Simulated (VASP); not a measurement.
# Nb16Au in VASP: single point with PBE

Aim: the single point of Nb16Au with PBE.

Everything below comes from runs of VASP 6.6.1. Logs are shortened: lines on timing, memory, paths and dates and some standing lists are left out, and cuts for length are marked.

## (1) The cell of the first run

The cell holds a slab with vacuum, 17 atoms: a = 6.600 Å, b = 5.716 Å, c = 18.000 Å, α = 90.00°, β = 90.00°, γ = 54.74°.

## (2) Single point, PBE

Contents of INCAR:

```
PREC     = Accurate       # precision mode
ENCUT    = 520            # plane-wave cutoff, eV
EDIFF    = 1E-6           # SCF threshold, eV
ISMEAR   = -1             # smearing method
SIGMA    = 0.1            # smearing width, eV
LREAL    = Auto         
LASPH    = T              # aspherical terms in the spheres
NELM     = 100            # most SCF steps
ALGO     = Normal         # electronic algorithm
ISIF     = 2              # what is computed and relaxed
LWAVE    = F              # write WAVECAR
LCHARG   = F              # write CHGCAR
GGA      = PE             # functional
NBANDS   = 124            # bands
```

Contents of KPOINTS:

```
regular mesh
0
Gamma
  2 2 1
```

Contents of POSCAR:

```
Nb16Au
1.0
    6.6000000000      0.0000000000      0.0000000000
    3.3000000000      4.6669050000      0.0000000000
    0.0000000000      0.0000000000     18.0003570000
Nb Au
16 1
Direct
   -0.2500000000      0.5000000000      0.0555545000
    0.2500000000      0.5000000000      0.0555545000
   -0.2500000000      1.0000000000      0.0555545000
    0.2500000000      1.0000000000      0.0555545000
    0.0001130145     -0.0001668795      0.1810045763
    0.5000591269     -0.0001441029      0.1810083949
    0.0004009745      0.4992047865      0.1831268748
    0.4996429490      0.5007471854      0.1828712072
   -0.2493359154      0.4995184443      0.3143923132
    0.2498514093      0.4995274321      0.3143808526
   -0.2500946479      1.0002096509      0.3101067242
    0.2501834431      0.9996439257      0.3153196396
   -0.0325006071     -0.0020870530      0.4440609555
    0.5342729151     -0.0012743276      0.4440781426
    0.0174087856      0.4648207836      0.4378810906
    0.4848242390      0.5307439061      0.4378423805
    0.2532132475      0.9936459466      0.5542692732
```

Potentials or basis: VASP PAW PBE potentials, release 64 (Nb_sv, Au).

On the command line:

```console
> cat potpaw_PBE.64/Nb_sv/POTCAR potpaw_PBE.64/Au/POTCAR > POTCAR
> mpirun -np 1 vasp_std > vasp.out
```

OUTCAR:

```text
PREC = Accurate
   ENCUT = 520
   EDIFF = 1E-6
   ISMEAR = -1
   LREAL = Auto
   LASPH = T
   NELM = 100
   ISIF = 2
   GGA = PE

 ion  position               nearest neighbor table
   1  0.750  0.500  0.056-   8 2.82   7 2.83   3 2.86   3 2.86   4 2.86   4 2.86
   2  0.250  0.500  0.056-   8 2.82   7 2.83   4 2.86   3 2.86   4 2.86   3 2.86
   3  0.750  0.000  0.056-   6 2.80   5 2.80   1 2.86   1 2.86   2 2.86   2 2.86
   4  0.250  0.000  0.056-   5 2.80   6 2.80   2 2.86   1 2.86   2 2.86   1 2.86
   5  0.000  1.000  0.181-   4 2.80   3 2.80  11 2.85   8 2.85   7 2.86   7 2.86   8 2.86  12 2.93

   6  0.500  1.000  0.181-   4 2.80   3 2.80  11 2.85   8 2.85   7 2.86   7 2.86   8 2.86  12 2.93

   7  0.000  0.499  0.183-   2 2.83   1 2.83   6 2.86   5 2.86   5 2.86   6 2.86  10 2.88   9 2.88

   8  0.500  0.501  0.183-   1 2.82   2 2.82   5 2.85   6 2.85   6 2.86   5 2.86  10 2.89   9 2.89

   9  0.751  0.500  0.314-  15 2.77  16 2.77  12 2.86  11 2.86  11 2.86  12 2.86   7 2.88   8 2.89

  10  0.250  0.500  0.314-  15 2.77  16 2.77  12 2.86  11 2.86  12 2.86  11 2.86   7 2.88   8 2.89

  11  0.750  0.000  0.310-  13 2.80  14 2.80   6 2.85   5 2.85  10 2.86   9 2.86   9 2.86  10 2.86

  12  0.250  1.000  0.315-   9 2.86  10 2.86  10 2.86   9 2.86   6 2.93   5 2.93  13 2.98  14 2.98

  13  0.967  0.998  0.444-  17 2.73  11 2.80  14 2.86  16 2.87  15 2.87  15 2.87  16 2.88  12 2.98

  14  0.534  0.999  0.444-  17 2.73  11 2.80  13 2.86  16 2.87  15 2.87  15 2.87  16 2.88  12 2.98

  15  0.017  0.465  0.438-   9 2.77  10 2.77  13 2.87  14 2.87  14 2.87  13 2.87  17 3.04
  16  0.485  0.531  0.438-   9 2.77  10 2.77  14 2.87  13 2.87  13 2.88  14 2.88  17 3.01
  17  0.253  0.994  0.554-  14 2.73  13 2.73  16 3.01  15 3.04

  LATTYP: Found a base centered orthorhombic cell.
 ALAT       =     6.6000000000
 B/A-ratio  =     1.4142136364
 C/A-ratio  =     2.7273268182

  Lattice vectors:

 A1 = (   3.3000000000,  -4.6669050000,   0.0000000000)
 A2 = (   3.3000000000,   4.6669050000,   0.0000000000)
 A3 = (   0.0000000000,   0.0000000000,  18.0003570000)

Analysis of symmetry for initial positions (statically):
=====================================================================
 Subroutine PRICEL returns:
 Original cell was already a primitive cell.

 Routine SETGRP: Setting up the symmetry group for a
 base centered orthorhombic supercell.

 Subroutine GETGRP returns: Found  1 space group operations
 (whereof  1 operations were pure point group operations)
 out of a pool of  8 trial point group operations.

The static configuration has the point symmetry C_1 .

Analysis of symmetry for dynamics (positions and initial velocities):
=====================================================================
 Subroutine PRICEL returns:
 Original cell was already a primitive cell.

 Routine SETGRP: Setting up the symmetry group for a
 base centered orthorhombic supercell.

 Subroutine GETGRP returns: Found  1 space group operations
 (whereof  1 operations were pure point group operations)
 out of a pool of  8 trial point group operations.

The dynamic configuration has the point symmetry C_1 .

 Subroutine INISYM returns: Found  1 space group operations
 (whereof  1 operations are pure point group operations),
 and found     1 'primitive' translations

----------------------------------------------------------------------------------------

                                     Primitive cell

  volume of cell :     554.4393

  direct lattice vectors                    reciprocal lattice vectors
     6.600000000  0.000000000  0.000000000     0.151515152 -0.107137385  0.000000000
     3.300000000  4.666905000  0.000000000     0.000000000  0.214274771  0.000000000
     0.000000000  0.000000000 18.000357000     0.000000000  0.000000000  0.055554454

  length of vectors
     6.600000000  5.715767864 18.000357000     0.185567402  0.214274771  0.055554454

  position of ions in fractional coordinates (direct lattice)
     0.750000000  0.500000000  0.055554500
     0.250000000  0.500000000  0.055554500
     0.750000000  0.000000000  0.055554500
     0.250000000  0.000000000  0.055554500
     0.000113015  0.999833120  0.181004576
     0.500059127  0.999855897  0.181008395
[... 9 lines left out ...]
     0.484824239  0.530743906  0.437842381
     0.253213247  0.993645947  0.554269273

  ion indices of the primitive-cell ions
   primitive index   ion index
                 1           1
                 2           2
                 3           3
                 4           4
                 5           5
                 6           6
[... 9 lines left out ...]
                16          16
                17          17

----------------------------------------------------------------------------------------

 KPOINTS: regular mesh

Automatic generation of k-mesh.
 Grid dimensions read from file:
 generate k-points for:    2    2    1

 Generating k-lattice:

  Cartesian coordinates                     Fractional coordinates (reciprocal lattice)
     0.075757576 -0.053568693  0.000000000     0.500000000  0.000000000  0.000000000
     0.000000000  0.107137385  0.000000000     0.000000000  0.500000000  0.000000000
     0.000000000  0.000000000  0.055554454     0.000000000  0.000000000  1.000000000

  Length of vectors
     0.092783701  0.107137385  0.055554454

  Shift w.r.t. Gamma in fractional coordinates (k-lattice)
     0.000000000  0.000000000  0.000000000

 Subroutine IBZKPT returns following result:
 ===========================================

 Found      4 irreducible k-points:

 Following reciprocal coordinates:
            Coordinates               Weight
  0.000000  0.000000  0.000000      1.000000
  0.500000 -0.000000  0.000000      1.000000
  0.500000  0.500000  0.000000      1.000000
  0.000000  0.500000  0.000000      1.000000
   k-points           NKPTS =      4   k-points in BZ     NKDIM =      4   number of bands    NBANDS=    124
   number of dos      NEDOS =    301   number of ions     NIONS =     17
   total plane-waves  NPLWV = 336000
   dimension x,y,z NGX =    50 NGY =   48 NGZ =  140
   dimension x,y,z NGXF=   100 NGYF=   96 NGZF=  280
   ions per type =              16   1
   NGX,Y,Z   is equivalent  to a cutoff of  12.59, 13.96, 12.93 a.u.
   NGXF,Y,Z  is equivalent  to a cutoff of  25.19, 27.92, 25.86 a.u.
 SYSTEM =  unknown system
   PREC   = accura    normal or accurate (medium, high low for compatibility)
   ISTART =      0    job   : 0-new  1-cont  2-samecut
   ICHARG =      2    charge: 1-file 2-atom 10-const
   ISPIN  =      1    spin polarized calculation?
   LNONCOLLINEAR =      F non collinear calculations
   LSORBIT =      F    spin-orbit coupling
   LASPH  =      T    aspherical Exc in radial PAW
   ENCUT  =  520.0 eV  38.22 Ry    6.18 a.u.  12.27 10.63 33.47*2*pi/ulx,y,z
   NELM   =    100;   NELMIN=  2; NELMDL= -5     # of ELM steps
   EDIFF  = 0.1E-05   stopping-criterion for ELM
   LREAL  =      T    real-space projection
   EDIFFG = 0.1E-04   stopping-criterion for IOM
   NSW    =      0    number of steps for IOM
   IBRION =     -1    ionic relax: 0-MD 1-quasi-New 2-CG
   NFREE  =      0    steps in history (QN), initial steepest desc. (CG)
   ISIF   =      2    stress and relaxation
   ISYM   =      2    0-nonsym 1-usesym 2-fastsym
   POTIM  = 0.5000    time-step for ionic-motion
   TEBEG  =    0.0;   TEEND  =   0.0 temperature during run
   PSTRESS=    0.0 pullay stress
   NELECT =     219.0000    total number of electrons
   NUPDOWN=      -1.0000    fix difference up-down
   EMIN   =  10.00;   EMAX   =-10.00  energy-range for DOS
   EFERMI =   0.00;   METHOD = LEGACY
   ISMEAR =    -1;   SIGMA  =   0.10  broadening in eV -4-tet -1-fermi 0-gaus
   EFERMI_NEDOS =   21; number of points for ismear=-14 and -15
   IALGO  =     38    algorithm
   IMIX   =      4    mixing-type and parameters
     AMIX     =   0.40;   BMIX     =  1.00
     AMIX_MAG =   1.60;   BMIX_MAG =  1.00
  volume/ion in A,a.u.               =      32.61       220.09
  Fermi-wavevector in a.u.,A,eV,Ry     =   1.201171  2.269884 19.630648  1.442812
  Thomas-Fermi vector in A             =   2.336987
   LORBIT       =      0    0 simple, 1 ext, 2 COOP (PROOUT), +10 PAW based schemes
   GGA     = PE    functional components
   LHFCALC =     F    Hartree Fock is set to
   AEXX    =    0.0000 exact exchange contribution
   IVDW    =     0    specifies the selected vdW correction
   LEPSILON=     F    determine dielectric tensor
   LRPA    =     F    only Hartree local field effects (RPA)
 non-spin polarized calculation
  energy-cutoff  :      520.00
  volume of cell :      554.44
 maximum number of plane-waves:     14975
 NGX is ok and might be reduce to    50
   NGX = 25   NGY = 21   NGZ = 67

 number of electron     219.0000005 magnetization

 Free energy of the ion-electron system (eV)
  ---------------------------------------------------
  ext. energy  EPLUGINS =         0.00000000
  ---------------------------------------------------
  free energy    TOTEN  =      -159.22332316 eV

  energy without entropy =     -158.48494624  energy(sigma->0) =     -158.85413470

 E-fermi :   4.3827     XC(G=0):  -8.0272

 val. band max:        4.3554989384   @ k =   0.0000   0.0000   0.0000
 cond. band min:       4.4046694861   @ k =   0.0000   0.0000   0.0000
 fundamental gap:      0.0491705478
 Fermi energy:         4.3827385303

 k-point     1 :       0.0000    0.0000    0.0000
  band No.  band energies     occupation
      1     -50.4683      2.00000
      2     -50.3231      2.00000
      3     -50.3212      2.00000
      4     -50.3173      2.00000
      5     -50.2630      2.00000
      6     -50.1950      2.00000
[... 113 lines left out ...]
    120       6.2071      0.00000
    121       6.3070      0.00000

 k-point     2 :       0.5000   -0.0000    0.0000
  band No.  band energies     occupation
      1     -50.4121      2.00000
      2     -50.3819      2.00000
      3     -50.3004      2.00000
      4     -50.2786      2.00000
      5     -50.2543      2.00000
      6     -50.2505      2.00000
[... 113 lines left out ...]
    120       5.5164      0.00002
    121       5.6970      0.00000

 k-point     3 :       0.5000    0.5000    0.0000
  band No.  band energies     occupation
      1     -50.4123      2.00000
      2     -50.3816      2.00000
      3     -50.3000      2.00000
      4     -50.2791      2.00000
      5     -50.2544      2.00000
      6     -50.2504      2.00000
[... 113 lines left out ...]
    120       5.5177      0.00002
    121       5.6943      0.00000

 k-point     4 :       0.0000    0.5000    0.0000
  band No.  band energies     occupation
      1     -50.3837      2.00000
      2     -50.3478      2.00000
      3     -50.3237      2.00000
      4     -50.3185      2.00000
      5     -50.2268      2.00000
      6     -50.1983      2.00000
[... 113 lines left out ...]
    120       5.1135      0.00134
    121       5.1937      0.00060
 [bands above 121 left out]

------------------------ aborting loop because EDIFF is reached ----------------------------------------

  FORCE on cell =-STRESS in cart. coord.  units (eV):
  Direction    XX          YY          ZZ          XY          YZ          ZX
  --------------------------------------------------------------------------------------
  -------------------------------------------------------------------------------------
  Total       -2.0007004     -8.8148249     -0.8651736      0.0029636      0.1808222     -0.0019718
  in kB       -5.7814748    -25.4724230     -2.5001140      0.0085639      0.5225265     -0.0056979
  external PRESSURE =     -11.2513373 kB  Pullay stress =       0.0000000 kB

 VOLUME and BASIS-vectors are now :
 -----------------------------------------------------------------------------
  energy-cutoff  :      520.00
  volume of cell :      554.44
      direct lattice vectors                 reciprocal lattice vectors
     6.600000000  0.000000000  0.000000000     0.151515152 -0.107137385  0.000000000
     3.300000000  4.666905000  0.000000000     0.000000000  0.214274771  0.000000000
     0.000000000  0.000000000 18.000357000     0.000000000  0.000000000  0.055554454

 POSITION                                       TOTAL-FORCE (eV/Angst)
 -----------------------------------------------------------------------------------
      6.60000      2.33345      1.00000         0.003567     -0.000096     -0.002327
      3.30000      2.33345      1.00000        -0.002961     -0.000248     -0.005068
      4.95000      0.00000      1.00000         0.000244     -0.002594      0.152351
      1.65000      0.00000      1.00000         0.000298      0.001689     -0.079259
      3.30020      4.66613      3.25815         0.007070      0.005051      0.004252
      6.59991      4.66623      3.25822        -0.006585      0.004774      0.003592
[... 9 lines left out ...]
      4.95129      2.47693      7.88132         0.001636      0.009284     -0.013926
      4.95024      4.63725      9.97704        -0.001761      0.010048     -0.055554
 -----------------------------------------------------------------------------------
    total drift:                               -0.003664      0.000237      0.002994

  FREE ENERGIE OF THE ION-ELECTRON SYSTEM (eV)
  ---------------------------------------------------
  free  energy   TOTEN  =      -159.2233231632 eV

  energy  without entropy=     -158.4849462397  energy(sigma->0) =     -158.85413470
```

Run time: 26 min. Hardware: 1 thread of Oxide Virtual Turin-like, shared host; peak memory 0.72 GiB.

What came out:

```
Free energy   : -159.2233 eV
Largest force : 0.152 eV/Å
```

Forces in eV/Å, atoms in the order of the input:
```
Nb   0.004  0.000 -0.002
Nb  -0.003  0.000 -0.005
Nb   0.000 -0.003  0.152
Nb   0.000  0.002 -0.079
Nb   0.007  0.005  0.004
Nb  -0.007  0.005  0.004
Nb   0.000 -0.002 -0.022
Nb   0.000 -0.012  0.023
Nb  -0.033 -0.003 -0.008
Nb   0.032 -0.004 -0.008
Nb   0.000 -0.028  0.030
Nb   0.001 -0.022  0.002
Nb  -0.024  0.023 -0.006
Nb   0.021  0.024 -0.009
Nb   0.001 -0.004 -0.005
Nb   0.002  0.009 -0.014
Au  -0.002  0.010 -0.056
```

Caveat: the k points lie up to 0.67 Å⁻¹ apart; spin-orbit coupling is left out, which moves the levels of the heavy elements.
